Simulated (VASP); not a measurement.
# Rh (Fm-3m) in VASP: further runs

Runs on Rh. Level: PBE. Tasks: single point.

Program: VASP 6.6.1. These are calculated values, not measurements. Logs are shortened: lines on timing, memory, paths and dates and some standing lists are left out, and cuts for length are marked.

## 1. The cell of the first run

The structure is cubic, space group Fm-3m (No. 225). The conventional cell has a = 3.831 Å, b = 3.831 Å, c = 3.831 Å, α = 90.00°, β = 90.00°, γ = 90.00°. Rh (site symmetry m-3m) has 12 Rh at 2.71 Å within 3.6 Å.

## 2. Single point, PBE

Contents of INCAR:

```
SYSTEM = Rh
PREC     = Accurate       ! precision mode
ENCUT    = 520            ! plane-wave cutoff, eV
EDIFF    = 1E-6           ! SCF threshold, eV
ISMEAR   = -1             ! smearing method
SIGMA    = 0.06122561905347299 ! smearing width, eV
LREAL    = .FALSE.        ! projectors in reciprocal space
LASPH    = .TRUE.         ! aspherical terms in the spheres
NELM     = 60             ! most SCF steps
ALGO     = Normal         ! electronic algorithm
ISIF     = 2              ! what is computed and relaxed
LWAVE    = .FALSE.        ! write WAVECAR
LCHARG   = .FALSE.        ! write CHGCAR
GGA      = PE             ! functional
NBANDS   = 14             ! bands
```

Contents of KPOINTS:

```
Automatic mesh
0
G
  17 17 17
  0 0 0
```

Contents of POSCAR:

```
Rh
1.0
    0.0000000000      1.9154460197      1.9154460197
    1.9154460197      0.0000000000      1.9154460197
    1.9154460197      1.9154460197      0.0000000000
Rh
1
Direct
    0.0000000000      0.0000000000      0.0000000000
```

Potentials or basis: VASP PAW PBE potentials, release 64 (Rh_pv).

On the command line:

```bash
$ cat potpaw_PBE.64/Rh_pv/POTCAR > POTCAR
$ mpirun -np 1 vasp_std > vasp.out
```

OUTCAR:

```text
SYSTEM = Rh
   PREC = Accurate
   ENCUT = 520
   EDIFF = 1E-6
   ISMEAR = -1
   LREAL = .FALSE.
   LASPH = .TRUE.
   NELM = 60
   ISIF = 2
   GGA = PE

 ion  position               nearest neighbor table
   1  0.000  0.000  0.000-

  LATTYP: Found a face centered cubic cell.
 ALAT       =     3.8308920394

  Lattice vectors:

 A1 = (   0.0000000000,   1.9154460197,   1.9154460197)
 A2 = (   1.9154460197,   0.0000000000,   1.9154460197)
 A3 = (   1.9154460197,   1.9154460197,   0.0000000000)

Analysis of symmetry for initial positions (statically):
=====================================================================
 Subroutine PRICEL returns:
 Original cell was already a primitive cell.

 Routine SETGRP: Setting up the symmetry group for a
 face centered cubic supercell.

 Subroutine GETGRP returns: Found 48 space group operations
 (whereof 48 operations were pure point group operations)
 out of a pool of 48 trial point group operations.

The static configuration has the point symmetry O_h .

Analysis of symmetry for dynamics (positions and initial velocities):
=====================================================================
 Subroutine PRICEL returns:
 Original cell was already a primitive cell.

 Routine SETGRP: Setting up the symmetry group for a
 face centered cubic supercell.

 Subroutine GETGRP returns: Found 48 space group operations
 (whereof 48 operations were pure point group operations)
 out of a pool of 48 trial point group operations.

The dynamic configuration has the point symmetry O_h .

 Subroutine INISYM returns: Found 48 space group operations
 (whereof 48 operations are pure point group operations),
 and found     1 'primitive' translations

----------------------------------------------------------------------------------------

                                     Primitive cell

  volume of cell :      14.0553

  direct lattice vectors                    reciprocal lattice vectors
     0.000000000  1.915446020  1.915446020    -0.261035808  0.261035808  0.261035808
     1.915446020  0.000000000  1.915446020     0.261035808 -0.261035808  0.261035808
     1.915446020  1.915446020  0.000000000     0.261035808  0.261035808 -0.261035808

  length of vectors
     2.708849739  2.708849739  2.708849739     0.452127283  0.452127283  0.452127283

  position of ions in fractional coordinates (direct lattice)
     0.000000000  0.000000000  0.000000000

  ion indices of the primitive-cell ions
   primitive index   ion index
                 1           1

----------------------------------------------------------------------------------------

 KPOINTS: Automatic mesh

Automatic generation of k-mesh.
 Grid dimensions read from file:
 generate k-points for:   17   17   17

 Generating k-lattice:

  Cartesian coordinates                     Fractional coordinates (reciprocal lattice)
    -0.015355048  0.015355048  0.015355048     0.058823529  0.000000000  0.000000000
     0.015355048 -0.015355048  0.015355048     0.000000000  0.058823529  0.000000000
     0.015355048  0.015355048 -0.015355048     0.000000000  0.000000000  0.058823529

  Length of vectors
     0.026595723  0.026595723  0.026595723

  Shift w.r.t. Gamma in fractional coordinates (k-lattice)
     0.000000000  0.000000000  0.000000000

 Subroutine IBZKPT returns following result:
 ===========================================

 Found    165 irreducible k-points:

 Following reciprocal coordinates:
            Coordinates               Weight
  0.000000  0.000000  0.000000      1.000000
  0.058824  0.000000  0.000000      8.000000
  0.117647  0.000000  0.000000      8.000000
  0.176471  0.000000  0.000000      8.000000
  0.235294  0.000000  0.000000      8.000000
  0.294118  0.000000  0.000000      8.000000
[... 16 lines left out ...]
 -0.176471  0.058824  0.000000     24.000000
 -0.117647  0.058824  0.000000     24.000000
 [... further k-points ...]
   k-points           NKPTS =    165   k-points in BZ     NKDIM =    165   number of bands    NBANDS=     14
   number of dos      NEDOS =    301   number of ions     NIONS =      1
   total plane-waves  NPLWV =   8000
   dimension x,y,z NGX =    20 NGY =   20 NGZ =   20
   dimension x,y,z NGXF=    40 NGYF=   40 NGZF=   40
   ions per type =               1
   NGX,Y,Z   is equivalent  to a cutoff of  12.27, 12.27, 12.27 a.u.
   NGXF,Y,Z  is equivalent  to a cutoff of  24.55, 24.55, 24.55 a.u.
 SYSTEM =  Rh
   PREC   = accura    normal or accurate (medium, high low for compatibility)
   ISTART =      0    job   : 0-new  1-cont  2-samecut
   ICHARG =      2    charge: 1-file 2-atom 10-const
   ISPIN  =      1    spin polarized calculation?
   LNONCOLLINEAR =      F non collinear calculations
   LSORBIT =      F    spin-orbit coupling
   LASPH  =      T    aspherical Exc in radial PAW
   ENCUT  =  520.0 eV  38.22 Ry    6.18 a.u.   5.04  5.04  5.04*2*pi/ulx,y,z
   NELM   =     60;   NELMIN=  2; NELMDL= -5     # of ELM steps
   EDIFF  = 0.1E-05   stopping-criterion for ELM
   LREAL  =      F    real-space projection
   EDIFFG = 0.1E-04   stopping-criterion for IOM
   NSW    =      0    number of steps for IOM
   IBRION =     -1    ionic relax: 0-MD 1-quasi-New 2-CG
   NFREE  =      0    steps in history (QN), initial steepest desc. (CG)
   ISIF   =      2    stress and relaxation
   ISYM   =      2    0-nonsym 1-usesym 2-fastsym
   POTIM  = 0.5000    time-step for ionic-motion
   TEBEG  =    0.0;   TEEND  =   0.0 temperature during run
   PSTRESS=    0.0 pullay stress
   NELECT =      15.0000    total number of electrons
   NUPDOWN=      -1.0000    fix difference up-down
   EMIN   =  10.00;   EMAX   =-10.00  energy-range for DOS
   EFERMI =   0.00;   METHOD = LEGACY
   ISMEAR =    -1;   SIGMA  =   0.06  broadening in eV -4-tet -1-fermi 0-gaus
   EFERMI_NEDOS =   21; number of points for ismear=-14 and -15
   IALGO  =     38    algorithm
   IMIX   =      4    mixing-type and parameters
     AMIX     =   0.40;   BMIX     =  1.00
     AMIX_MAG =   1.60;   BMIX_MAG =  1.00
  volume/ion in A,a.u.               =      14.06        94.85
  Fermi-wavevector in a.u.,A,eV,Ry     =   1.672985  3.161483 38.081050  2.798878
  Thomas-Fermi vector in A             =   2.758036
   LORBIT       =      0    0 simple, 1 ext, 2 COOP (PROOUT), +10 PAW based schemes
   GGA     = PE    functional components
   LHFCALC =     F    Hartree Fock is set to
   AEXX    =    0.0000 exact exchange contribution
   IVDW    =     0    specifies the selected vdW correction
   LEPSILON=     F    determine dielectric tensor
   LRPA    =     F    only Hartree local field effects (RPA)
 non-spin polarized calculation
  energy-cutoff  :      520.00
  volume of cell :       14.06
 maximum number of plane-waves:       388
   NGX =  9   NGY =  9   NGZ =  9

 number of electron      15.0000003 magnetization

 Free energy of the ion-electron system (eV)
  ---------------------------------------------------
  ext. energy  EPLUGINS =         0.00000000
  ---------------------------------------------------
  free energy    TOTEN  =        -7.26789193 eV

  energy without entropy =       -7.25312524  energy(sigma->0) =       -7.26050858

 E-fermi :  11.5026     XC(G=0): -13.8892

 val. band max:       11.4885509010   @ k =   0.4118   0.2353   0.0588
 cond. band min:      11.5182760694   @ k =   0.4118   0.2941   0.0588
 fundamental gap:      0.0297251684
 Fermi energy:        11.5026287925

 k-point     1 :       0.0000    0.0000    0.0000
  band No.  band energies     occupation
      1     -34.8345      2.00000
      2     -34.8345      2.00000
      3     -34.8345      2.00000
      4       3.7066      2.00000
      5       8.5317      2.00000
      6       8.5317      2.00000
      7       8.5317      2.00000
      8      10.5459      2.00000
      9      10.5459      2.00000
     10      27.5125      0.00000
     11      32.1084      0.00000
     12      32.8487      0.00000
     13      32.8487      0.00000
     14      32.8487      0.00000

 k-point     2 :       0.0588    0.0000    0.0000
  band No.  band energies     occupation
      1     -34.8581      2.00000
      2     -34.8377      2.00000
      3     -34.8377      2.00000
      4       3.8433      2.00000
      5       8.4720      2.00000
      6       8.5846      2.00000
      7       8.5846      2.00000
      8      10.5166      2.00000
      9      10.5166      2.00000
     10      27.7062      0.00000
     11      32.0592      0.00000
     12      32.1229      0.00000
     13      33.0447      0.00000
     14      33.0447      0.00000

 k-point     3 :       0.1176    0.0000    0.0000
  band No.  band energies     occupation
      1     -34.9256      2.00000
      2     -34.8468      2.00000
      3     -34.8468      2.00000
      4       4.2338      2.00000
      5       8.3265      2.00000
      6       8.7201      2.00000
      7       8.7201      2.00000
      8      10.4572      2.00000
      9      10.4572      2.00000
     10      28.2103      0.00000
     11      30.5081      0.00000
     12      32.1087      0.00000
     13      33.6101      0.00000
     14      33.6101      0.00000

 k-point     4 :       0.1765    0.0000    0.0000
  band No.  band energies     occupation
      1     -35.0269      2.00000
      2     -34.8607      2.00000
      3     -34.8607      2.00000
      4       4.8033      2.00000
      5       8.2013      2.00000
      6       8.8602      2.00000
      7       8.8602      2.00000
      8      10.4566      2.00000
      9      10.4566      2.00000
     10      28.5444      0.00000
     11      29.0124      0.00000
     12      32.1083      0.00000
     13      34.4728      0.00000
     14      34.4728      0.00000

 k-point     5 :       0.2353    0.0000    0.0000
  band No.  band energies     occupation
      1     -35.1478      2.00000
      2     -34.8774      2.00000
      3     -34.8774      2.00000
      4       5.3706      2.00000
      5       8.3069      2.00000
      6       8.8949      2.00000
      7       8.8949      2.00000
      8      10.6307      2.00000
      9      10.6307      2.00000
     10      26.9056      0.00000
     11      29.0552      0.00000
[... 276 lines left out ...]
 k-point    22 :      -0.2353    0.0588    0.0000
  band No.  band energies     occupation
      1     -35.1911      2.00000
      2     -34.9080      2.00000
      3     -34.8760      2.00000
      4       5.6268      2.00000
      5       8.2696      2.00000
      6       8.8913      2.00000
      7       8.9541      2.00000
      8      10.4220      2.00000
      9      11.1480      1.99392
     10      26.3713      0.00000
     11      29.0575      0.00000
     12      32.1075      0.00000
     13      34.0995      0.00000
     14      35.8609      0.00000

 k-point    23 :      -0.1765    0.0588    0.0000
  band No.  band energies     occupation
      1     -35.0715      2.00000
      2     -34.8887      2.00000
      3     -34.8595      2.00000
      4       5.1181      2.00000
      5       8.0810      2.00000
      6       8.9339      2.00000
      7       8.9591      2.00000
      8      10.2086      2.00000
      9      10.7923      1.99998
     10      28.1451      0.00000
     11      29.1169      0.00000
     12      32.1079      0.00000
     13      33.6597      0.00000
     14      35.6096      0.00000

 k-point    24 :      -0.1176    0.0588    0.0000
  band No.  band energies     occupation
      1     -34.9662      2.00000
      2     -34.8695      2.00000
      3     -34.8465      2.00000
      4       4.5232      2.00000
      5       8.1870      2.00000
      6       8.8148      2.00000
      7       8.8508      2.00000
      8      10.2441      2.00000
      9      10.6217      2.00000
     10      28.5460      0.00000
     11      29.9034      0.00000
     12      32.1083      0.00000
     13      33.1062      0.00000
     14      34.4700      0.00000

 [... further k-points ...]

------------------------ aborting loop because EDIFF is reached ----------------------------------------

  FORCE on cell =-STRESS in cart. coord.  units (eV):
  Direction    XX          YY          ZZ          XY          YZ          ZX
  --------------------------------------------------------------------------------------
  -------------------------------------------------------------------------------------
  Total       -0.0081088     -0.0081088     -0.0081088      0.0000000      0.0000000     -0.0000000
  in kB       -0.9243319     -0.9243319     -0.9243319      0.0000000      0.0000000     -0.0000000
  external PRESSURE =      -0.9243319 kB  Pullay stress =       0.0000000 kB

 VOLUME and BASIS-vectors are now :
 -----------------------------------------------------------------------------
  energy-cutoff  :      520.00
  volume of cell :       14.06
      direct lattice vectors                 reciprocal lattice vectors
     0.000000000  1.915446020  1.915446020    -0.261035808  0.261035808  0.261035808
     1.915446020  0.000000000  1.915446020     0.261035808 -0.261035808  0.261035808
     1.915446020  1.915446020  0.000000000     0.261035808  0.261035808 -0.261035808

 POSITION                                       TOTAL-FORCE (eV/Angst)
 -----------------------------------------------------------------------------------
      0.00000      0.00000      0.00000         0.000000     -0.000000     -0.000000
 -----------------------------------------------------------------------------------
    total drift:                                0.000000     -0.000000      0.000000

  FREE ENERGIE OF THE ION-ELECTRON SYSTEM (eV)
  ---------------------------------------------------
  free  energy   TOTEN  =        -7.2678919255 eV

  energy  without entropy=       -7.2531252422  energy(sigma->0) =       -7.26050858
```

Run time: 9.4 s. Hardware: 1 thread of Intel Xeon 6975P-C (Granite Rapids), shared host; peak memory 0.14 GiB.

Results:

```yaml
Free_energy: -7.2679 eV
Pressure: -0.1 GPa
```

## 3. Single point, PBE

This run uses another cell than the first one, of 14.34 Å³/atom, 1.020 times its volume.

Contents of INCAR:

```
SYSTEM = Rh
PREC = Accurate
ENCUT = 520
EDIFF = 1E-7
ISMEAR = -1
SIGMA = 0.06122561905347299
LREAL = .False.
LASPH = .True.
NELM = 100
ALGO = Normal
ISIF = 2
LWAVE = .False.
LCHARG = .False.
GGA = PE
NBANDS = 14
```

Contents of KPOINTS:

```
Automatic mesh
0
Gamma
  17 17 17
  0 0 0
```

Contents of POSCAR:

```
Rh
1.0
    0.0000000000      1.9281314624      1.9281314624
    1.9281314624      0.0000000000      1.9281314624
    1.9281314624      1.9281314624      0.0000000000
Rh
1
Direct
    0.0000000000      0.0000000000      0.0000000000
```

Potentials or basis: VASP PAW PBE potentials, release 64 (Rh_pv).

On the command line:

```bash
$ cat potpaw_PBE.64/Rh_pv/POTCAR > POTCAR
$ mpirun -np 1 vasp_std > vasp.out
```

OUTCAR:

```text
SYSTEM = Rh
   PREC = Accurate
   ENCUT = 520
   EDIFF = 1E-7
   ISMEAR = -1
   LREAL = .False.
   LASPH = .True.
   NELM = 100
   ISIF = 2
   GGA = PE

 ion  position               nearest neighbor table
   1  0.000  0.000  0.000-

  LATTYP: Found a face centered cubic cell.
 ALAT       =     3.8562629248

  Lattice vectors:

 A1 = (   0.0000000000,   1.9281314624,   1.9281314624)
 A2 = (   1.9281314624,   0.0000000000,   1.9281314624)
 A3 = (   1.9281314624,   1.9281314624,   0.0000000000)

Analysis of symmetry for initial positions (statically):
=====================================================================
 Subroutine PRICEL returns:
 Original cell was already a primitive cell.

 Routine SETGRP: Setting up the symmetry group for a
 face centered cubic supercell.

 Subroutine GETGRP returns: Found 48 space group operations
 (whereof 48 operations were pure point group operations)
 out of a pool of 48 trial point group operations.

The static configuration has the point symmetry O_h .

[... 166 lines left out ...]
      1     -35.1523      2.00000
      2     -35.1523      2.00000
      3     -35.1523      2.00000
      4       3.4989      2.00000
      5       8.2699      2.00000
      6       8.2699      2.00000
      7       8.2699      2.00000
      8      10.2216      2.00000
      9      10.2216      2.00000
     10      27.1680      0.00000
     11      31.8135      0.00000
     12      32.3930      0.00000
     13      32.3930      0.00000
     14      32.3930      0.00000
[... 377 lines left out ...]
      1     -35.2751      2.00000
      2     -35.1850      2.00000
      3     -35.1636      2.00000
      4       4.3015      2.00000
      5       7.9367      2.00000
      6       8.5453      2.00000
      7       8.5797      2.00000
      8       9.9313      2.00000
      9      10.2961      2.00000
     10      28.1468      0.00000
     11      29.4552      0.00000
     12      31.8148      0.00000
     13      32.6021      0.00000
     14      33.9761      0.00000

 [... further k-points ...]

------------------------ aborting loop because EDIFF is reached ----------------------------------------

  FORCE on cell =-STRESS in cart. coord.  units (eV):
  Direction    XX          YY          ZZ          XY          YZ          ZX
  --------------------------------------------------------------------------------------
  -------------------------------------------------------------------------------------
  Total       -0.4388384     -0.4388384     -0.4388384      0.0000000      0.0000000     -0.0000000
  in kB      -49.0428054    -49.0428054    -49.0428054      0.0000000      0.0000000     -0.0000000
  external PRESSURE =     -49.0428054 kB  Pullay stress =       0.0000000 kB

 VOLUME and BASIS-vectors are now :
 -----------------------------------------------------------------------------
  energy-cutoff  :      520.00
  volume of cell :       14.34
      direct lattice vectors                 reciprocal lattice vectors
     0.000000000  1.928131462  1.928131462    -0.259318418  0.259318418  0.259318418
     1.928131462  0.000000000  1.928131462     0.259318418 -0.259318418  0.259318418
     1.928131462  1.928131462  0.000000000     0.259318418  0.259318418 -0.259318418

 POSITION                                       TOTAL-FORCE (eV/Angst)
 -----------------------------------------------------------------------------------
      0.00000      0.00000      0.00000         0.000000      0.000000     -0.000000
 -----------------------------------------------------------------------------------
    total drift:                                0.000000      0.000000      0.000000

  FREE ENERGIE OF THE ION-ELECTRON SYSTEM (eV)
  ---------------------------------------------------
  free  energy   TOTEN  =        -7.2636062790 eV

  energy  without entropy=       -7.2481921327  energy(sigma->0) =       -7.25589921
```

OSZICAR:

```text
N       E                     dE             d eps       ncg     rms          rms(c)
DAV:   1     0.119359934743E+03    0.11936E+03   -0.87515E+03  4656   0.114E+03
DAV:   2    -0.617299577750E+01   -0.12553E+03   -0.11986E+03  5070   0.338E+02
DAV:   3    -0.776062482354E+01   -0.15876E+01   -0.15845E+01  5574   0.417E+01
DAV:   4    -0.776680723950E+01   -0.61824E-02   -0.61819E-02  5328   0.267E+00
DAV:   5    -0.776686510556E+01   -0.57866E-04   -0.57865E-04  5628   0.228E-01    0.913E+00
DAV:   6    -0.727918975453E+01    0.48768E+00   -0.84862E-01  4986   0.127E+01    0.307E+00
DAV:   7    -0.726680204430E+01    0.12388E-01   -0.17661E-02  5400   0.137E+00    0.152E+00
DAV:   8    -0.726369373680E+01    0.31083E-02   -0.29772E-03  5010   0.726E-01    0.134E-01
DAV:   9    -0.726360455937E+01    0.89177E-04   -0.85963E-05  4944   0.128E-01    0.111E-02
DAV:  10    -0.726360624620E+01   -0.16868E-05   -0.33851E-06  5340   0.223E-02    0.222E-03
DAV:  11    -0.726360627895E+01   -0.32754E-07   -0.23734E-07  5212   0.661E-03
   1 F= -.72636063E+01 E0= -.72558992E+01  d E =-.154141E-01
```

stdout:

```text
POSCAR found type information on POSCAR Rh
 POSCAR found :  1 types and       1 ions
 scaLAPACK will be used
 LDA part: xc-table for (Slater+PW92), standard interpolation
 POSCAR, INCAR and KPOINTS ok, starting setup
 FFT: planning ... GRIDC
 FFT: planning ... GRID_SOFT
 FFT: planning ... GRID
 WAVECAR not read
 entering main loop
```

Run time: 9.8 s. Hardware: 1 thread of Intel Xeon 6975P-C (Granite Rapids), shared host; peak memory 0.14 GiB.

Results:

| Item | Value |
| --- | --- |
| Free energy | -7.2636 eV |
| Pressure | -4.9 GPa |

Levels at points of the mesh, in eV from the Fermi level:
| k point | band 3 | band 4 | band 5 | band 6 | band 7 | band 8 | band 9 | band 10 | band 11 | band 12 |
| --- | --- | --- | --- | --- | --- | --- | --- | --- | --- | --- |
| (0.00, 0.00, 0.00) | -46.30 | -7.65 | -2.88 | -2.88 | -2.88 | -0.93 | -0.93 | 16.02 | 20.66 | 21.24 |

[end of part 1 of 2]
